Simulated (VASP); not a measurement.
# C18F in VASP: single point with PBE

Aim: the single point of C18F with PBE.

Everything below comes from runs of VASP 6.6.1. Logs are shortened: lines on timing, memory, paths and dates and some standing lists are left out, and cuts for length are marked.

### 1 The cell of the first run

The cell holds a slab with vacuum, 19 atoms: a = 7.398 Å, b = 7.398 Å, c = 12.000 Å, α = 90.00°, β = 90.00°, γ = 120.00°.

### 2 Single point, PBE, collinear spin, zero start

INCAR reads:

```
ALGO = Normal
EDIFF = 1E-6
ENCUT = 520
GGA = PE
ISIF = 2
ISMEAR = 0
ISPIN = 2
LASPH = True
LCHARG = False
LORBIT = 11
LREAL = Auto
LWAVE = False
MAGMOM = 0 0 0 0 0 0 0 0 0 0 0 0 0 0 0 0 0 0 0
NBANDS = 58
NELM = 150
PREC = Accurate
SIGMA = 0.05
```

KPOINTS reads:

```
k-points
0
Gamma
  2 2 1
```

POSCAR reads:

```
C18F
1.0
    7.3980000000      0.0000000000      0.0000000000
   -3.6990000000      6.4068560000      0.0000000000
    0.0000000000      0.0000000000     12.0000000000
C F
18 1
Direct
   -0.0013507165     -0.0061496622      0.0797110833
    0.2209514175      0.1046408722      0.0787099167
   -0.0010796006      0.3272200905      0.0785828333
    0.2213703325      0.4378823248      0.0787530833
   -0.0009901002      0.6602052551      0.0848573333
    0.2210892325      0.7712857913      0.0796600833
    0.3319739441     -0.0063911223      0.0786877500
    0.5543397990      0.1048996575      0.0781677500
    0.3322148802      0.3270204606      0.0782071667
    0.5546047418      0.4382781508      0.0787125000
    0.3319991184      0.6603207564      0.0785981667
    0.5544680644      0.7716027955      0.0786304167
    0.6652104416     -0.0059721960      0.0787650000
    0.8876434350      0.1047418578      0.0786107500
    0.6656137558      0.3272583308      0.0786651667
    0.8879277192      0.4380963143      0.0796531667
    0.6653340500      0.6605796977      0.0797360833
    0.8874372691      0.7717655899      0.0848755833
    0.9431609630      0.7159066787      0.2559155000
```

Potentials or basis: VASP PAW PBE potentials, release 64 (C, F).

Command:

```bash
$ cat potpaw_PBE.64/C/POTCAR potpaw_PBE.64/F/POTCAR > POTCAR
$ mpirun -np 1 vasp_std > vasp.out
```

OUTCAR:

```text
EDIFF = 1E-6
   ENCUT = 520
   GGA = PE
   ISIF = 2
   ISMEAR = 0
   ISPIN = 2
   LASPH = True
   LORBIT = 11
   LREAL = Auto
   NELM = 150
   PREC = Accurate

 ion  position               nearest neighbor table
   1  0.999  0.994  0.080-  14 1.42  18 1.42   2 1.42
   2  0.221  0.105  0.079-   7 1.42   1 1.42   9 1.42
   3  0.999  0.327  0.079-  16 1.42   4 1.43  14 1.43
   4  0.221  0.438  0.079-   9 1.42  11 1.43   3 1.43
   5  0.999  0.660  0.085-   6 1.42  16 1.42  18 1.43
   6  0.221  0.771  0.080-  11 1.42   5 1.42   7 1.42
[... 10 lines left out ...]
  17  0.665  0.661  0.080-  12 1.42  10 1.42  18 1.42
  18  0.887  0.772  0.085-   1 1.42  17 1.42   5 1.43
  19  0.943  0.716  0.256-

  LATTYP: Found a hexagonal cell.
 ALAT       =     7.3980000000
 C/A-ratio  =     1.6220600162

  Lattice vectors:

 A1 = (   7.3980000000,   0.0000000000,   0.0000000000)
 A2 = (  -3.6990000000,   6.4068560000,   0.0000000000)
 A3 = (   0.0000000000,   0.0000000000,  12.0000000000)

Analysis of symmetry for initial positions (statically):
=====================================================================
 Subroutine PRICEL returns:
 Original cell was already a primitive cell.

 Routine SETGRP: Setting up the symmetry group for a
 hexagonal supercell.

 Subroutine GETGRP returns: Found  1 space group operations
 (whereof  1 operations were pure point group operations)
 out of a pool of 24 trial point group operations.

The static configuration has the point symmetry C_1 .

Analysis of symmetry for dynamics (positions and initial velocities):
=====================================================================
 Subroutine PRICEL returns:
 Original cell was already a primitive cell.

 Routine SETGRP: Setting up the symmetry group for a
 hexagonal supercell.

 Subroutine GETGRP returns: Found  1 space group operations
 (whereof  1 operations were pure point group operations)
 out of a pool of 24 trial point group operations.

The dynamic configuration has the point symmetry C_1 .

Analysis of structural, dynamic, and magnetic symmetry:
=====================================================================
 Subroutine PRICEL returns:
 Original cell was already a primitive cell.

 Routine SETGRP: Setting up the symmetry group for a
 hexagonal supercell.

 Subroutine GETGRP returns: Found  1 space group operations
 (whereof  1 operations were pure point group operations)
 out of a pool of 24 trial point group operations.
[... 158 lines left out ...]
  ---------------------------------------------------
  ext. energy  EPLUGINS =         0.00000000
  ---------------------------------------------------
  free energy    TOTEN  =      -168.22852686 eV

  energy without entropy =     -168.22852686  energy(sigma->0) =     -168.22852686

 E-fermi :  -2.7250     XC(G=0):  -3.8505

 val. band max:       -2.9561330054   @ k =   0.5000   0.0000   0.0000
 cond. band min:      -2.4942991572   @ k =   0.0000   0.0000   0.0000
 fundamental gap:      0.4618338482
 Fermi energy:        -2.7250130901

 spin component 1

 k-point     1 :       0.0000    0.0000    0.0000
  band No.  band energies     occupation
      1     -22.5698      1.00000
      2     -21.9546      1.00000
      3     -19.5262      1.00000
      4     -19.5166      1.00000
      5     -19.5141      1.00000
      6     -19.4863      1.00000
[... 205 lines left out ...]
     50       3.8498      0.00000
     51       3.8972      0.00000
 Fermi energy:        -2.7250130901

 spin component 2

 k-point     1 :       0.0000    0.0000    0.0000
  band No.  band energies     occupation
      1     -22.5698      1.00000
      2     -21.9546      1.00000
      3     -19.5262      1.00000
      4     -19.5166      1.00000
      5     -19.5141      1.00000
      6     -19.4863      1.00000
[... 205 lines left out ...]
     50       3.8498      0.00000
     51       3.8972      0.00000
 [bands above 51 left out]

------------------------ aborting loop because EDIFF is reached ----------------------------------------

  FORCE on cell =-STRESS in cart. coord.  units (eV):
  Direction    XX          YY          ZZ          XY          YZ          ZX
  --------------------------------------------------------------------------------------
  -------------------------------------------------------------------------------------
  Total       -0.4436536     -0.3351567     -0.2315475      0.0829248     -0.0033469      0.0116553
  in kB       -1.2497239     -0.9440999     -0.6522440      0.2335901     -0.0094279      0.0328318
  external PRESSURE =      -0.9486893 kB  Pullay stress =       0.0000000 kB

 VOLUME and BASIS-vectors are now :
 -----------------------------------------------------------------------------
  energy-cutoff  :      520.00
  volume of cell :      568.78
      direct lattice vectors                 reciprocal lattice vectors
     7.398000000  0.000000000  0.000000000     0.135171668  0.078041398  0.000000000
    -3.699000000  6.406856000  0.000000000     0.000000000  0.156082796  0.000000000
     0.000000000  0.000000000 12.000000000     0.000000000  0.000000000  0.083333333

 POSITION                                       TOTAL-FORCE (eV/Angst)
 -----------------------------------------------------------------------------------
      3.71175      6.36746      0.95653        -0.004383      0.001661      0.000795
      1.24753      0.67042      0.94452         0.000028      0.005438     -0.000975
      6.17963      2.09645      0.94299         0.009654      0.002240      0.000356
      0.01797      2.80545      0.94504        -0.002169     -0.003880      0.002000
      4.94858      4.22984      1.01829        -0.000345     -0.005368     -0.007836
     -1.21737      4.94152      0.95592        -0.002449      0.007859      0.006599
[... 11 lines left out ...]
      3.71050      4.94459      1.01851         0.012928     -0.007930     -0.006006
      4.32937      4.58671      3.07099        -0.001609      0.001977      0.003089
 -----------------------------------------------------------------------------------
    total drift:                               -0.004079     -0.008059      0.015667

  FREE ENERGIE OF THE ION-ELECTRON SYSTEM (eV)
  ---------------------------------------------------
  free  energy   TOTEN  =      -168.2285268566 eV

  energy  without entropy=     -168.2285268566  energy(sigma->0) =     -168.22852686

 total charge

# of ion       s       p       d       tot
------------------------------------------
    1        0.864   1.782   0.000   2.646
    2        0.864   1.779   0.000   2.643
    3        0.865   1.777   0.000   2.642
    4        0.862   1.787   0.000   2.650
    5        0.867   1.749   0.000   2.616
    6        0.864   1.782   0.000   2.646
[... 11 lines left out ...]
   18        0.867   1.749   0.000   2.616
   19        1.746   4.244   0.000   5.991
--------------------------------------------------
tot         17.304  36.232   0.000  53.535

 magnetization (x)

# of ion       s       p       d       tot
------------------------------------------
    1        0.000   0.000   0.000   0.000
    2       -0.000   0.000   0.000   0.000
    3        0.000   0.000   0.000   0.000
    4       -0.000   0.000   0.000  -0.000
    5       -0.000  -0.000   0.000  -0.000
    6        0.000   0.000   0.000   0.000
[... 11 lines left out ...]
   18       -0.000  -0.000   0.000  -0.000
   19       -0.000   0.000   0.000   0.000
--------------------------------------------------
tot         -0.000   0.000   0.000   0.000
```

OSZICAR:

```text
N       E                     dE             d eps       ncg     rms          rms(c)
DAV:   1     0.658283573782E+03    0.65828E+03   -0.31658E+04   928   0.108E+03
DAV:   2    -0.794166071712E+02   -0.73770E+03   -0.69953E+03  1370   0.271E+02
[... 19 lines left out ...]
DAV:  22    -0.168228494009E+03   -0.57233E-04   -0.38518E-06   832   0.492E-03    0.135E-03
DAV:  23    -0.168228516164E+03   -0.22155E-04   -0.24878E-06   824   0.372E-03    0.468E-03
DAV:  24    -0.168228521035E+03   -0.48711E-05   -0.60958E-07   704   0.259E-03    0.166E-03
DAV:  25    -0.168228524021E+03   -0.29867E-05   -0.44074E-07   656   0.225E-03    0.105E-03
DAV:  26    -0.168228525940E+03   -0.19181E-05   -0.21182E-07   640   0.130E-03    0.486E-04
DAV:  27    -0.168228526857E+03   -0.91703E-06   -0.95725E-08   640   0.626E-04
   1 F= -.16822853E+03 E0= -.16822853E+03  d E =-.121368E-10  mag=     0.0000
```

stdout:

```text
POSCAR found type information on POSCAR C F
 POSCAR found :  2 types and      19 ions
 scaLAPACK will be used
 LDA part: xc-table for (Slater+PW92), standard interpolation
 POSCAR, INCAR and KPOINTS ok, starting setup
 FFT: planning ... GRIDC
 FFT: planning ... GRID_SOFT
 FFT: planning ... GRID
 WAVECAR not read
 entering main loop
```

Wall time 15 min (1 thread of Oxide Virtual Turin-like, shared host); peak memory 0.83 GiB.

What came out:

```
Free energy                                           : -168.2285 eV
Largest force                                         : 0.018 eV/Å
Net moment                                            : 0.00 μB per cell
Valence electrons inside the program's atomic spheres : C 2.65, 2.64, 2.62 (each value once); F 5.99
```

Forces on the atoms (eV/Å):
```
C   -0.004  0.002  0.001
C    0.000  0.005 -0.001
C    0.010  0.002  0.000
C   -0.002 -0.004  0.002
C    0.000 -0.005 -0.008
C   -0.002  0.008  0.007
C   -0.013  0.007 -0.001
C    0.013 -0.011  0.002
C    0.002  0.000  0.000
C   -0.017 -0.005  0.002
C    0.005 -0.015  0.000
C    0.002  0.003  0.003
C   -0.002  0.007 -0.002
C   -0.002 -0.004  0.000
C   -0.005  0.004  0.000
C   -0.005  0.007  0.000
C    0.010  0.005 -0.002
C    0.013 -0.008 -0.006
F   -0.002  0.002  0.003
```

Caveat: the k points lie up to 0.49 Å⁻¹ apart; there is no dipole correction, which matters where the two faces differ; no moment was typed at the start, so none could form.
